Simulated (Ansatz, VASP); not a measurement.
SnSe: VASP beside Ansatz

File INCAR:

```
PREC     = Accurate       # precision mode
ENCUT    = 520            # plane-wave cutoff, eV
EDIFF    = 1E-6           # SCF threshold, eV
ISMEAR   = -1             # smearing method
SIGMA    = 0.08           # smearing width, eV
LREAL    = False          # projectors in reciprocal space
LASPH    = True           # aspherical terms in the spheres
NELM     = 100            # most SCF steps
ALGO     = Normal         # electronic algorithm
ISIF     = 2              # what is computed and relaxed
LWAVE    = False          # write WAVECAR
LCHARG   = True           # write CHGCAR
GGA      = CA             # functional
LELF     = True           # ELF
LVHAR    = True         
NBANDS   = 17             # bands
```

File KPOINTS:

```
Automatic mesh
0
Gamma
  11 11 11
```

POSCAR

```
SnSe
1.0
    0.0000000000      3.2223110955      3.2223110955
    3.2223110955      0.0000000000      3.2223110955
    3.2223110955      3.2223110955      0.0000000000
Sn Se
1 1
Direct
    0.0000000000      0.0000000000      0.0000000000
    0.2500000000      0.2500000000      0.2500000000
```

Input for Ansatz:

```yaml
crystal:
  lattice:
    - [0.0, 3.2223110955, 3.2223110955]
    - [3.2223110955, 0.0, 3.2223110955]
    - [3.2223110955, 3.2223110955, 0.0]
  atoms:
    - { symbol: Sn, position: [0.0, 0.0, 0.0] }
    - { symbol: Se, position: [0.25, 0.25, 0.25] }
kpoints:
  mp_grid: { grid: [11, 11, 11] }
scf:
  occupations: { method: fermi_dirac, width: 0.08 }
hamiltonian:
  xc: lda
  pseudopotentials: { kind: all_electron, lapw: { basis_error: 0.001 } }
output:
  forces: true
  stress: true
  eigenvalues: true
  populations: true
```

Change from the starting cell: volume scaled by 0.94, LAPW.

Alike in both runs: task single point; functional LDA; k mesh 11 × 11 × 11; occupations fermi-dirac, width 0.08 eV; no spin polarisation.

|  | VASP | Ansatz |
| --- | --- | --- |
| version | VASP 6.6.1 | Ansatz 0.2.0 |
| potentials or method | VASP PAW LDA potentials, release 64 (Sn_d, Se), cutoff 520 eV | all-electron LAPW, scalar-relativistic |

Ansatz gave:

| Quantity | Value |
| --- | --- |
| pressure (GPa) | 2.3 |

Which values does VASP return?

Pressure (GPa): 2.4.

LDA's correlation is that of Perdew and Zunger in VASP and of Perdew and Wang (1992) in Ansatz. Ansatz ran all-electron here, and VASP with PAW potentials.
